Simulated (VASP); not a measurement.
Input of a VASP 6.6.1 run:

The input INCAR:

```
SYSTEM = Si
ALGO     = Normal         ! electronic algorithm
EDIFF    = 1E-6           ! SCF threshold, eV
ENCUT    = 520            ! plane-wave cutoff, eV
GGA      = PE             ! functional
ISIF     = 2              ! what is computed and relaxed
ISMEAR   = 0              ! smearing method
LASPH    = .True.         ! aspherical terms in the spheres
LCHARG   = .False.        ! write CHGCAR
LREAL    = .False.        ! projectors in reciprocal space
LWAVE    = .False.        ! write WAVECAR
NBANDS   = 11             ! bands
NELM     = 80             ! most SCF steps
PREC     = Accurate       ! precision mode
SIGMA    = 0.01           ! smearing width, eV
```

KPOINTS

```
k-points
0
Gamma
  6 6 6
  0 0 0
```

The input POSCAR:

```
Si
1.0
    3.8375339820      0.0098645833      0.0069753138
    1.9273099707      3.3581099642      0.0035110186
    1.9273099707      1.1226802082      3.1648860973
Si
2
Direct
    0.7487892224      0.7506012083      0.7506012083
    0.5012107776      0.4993987917      0.4993987917
```

Potentials or basis: VASP PAW PBE potentials, release 64 (Si).

Launch:

```sh
$ cat potpaw_PBE.64/Si/POTCAR > POTCAR
$ mpirun -np 1 vasp_std > vasp.out
```

Question: Estimate the largest force.

Answer: 0.007 eV/Å.

Question: What does it give for the band gap on the k mesh?

Answer: 0.63 eV, indirect (least direct gap 2.44 eV).

Question: What does it give for the pressure?

Answer: 0.5 GPa.

Forces in eV/Å, atoms in the order of the input:
```
Si   0.004 -0.005 -0.003
Si  -0.004  0.005  0.003
```

A k mesh can miss the band edges.
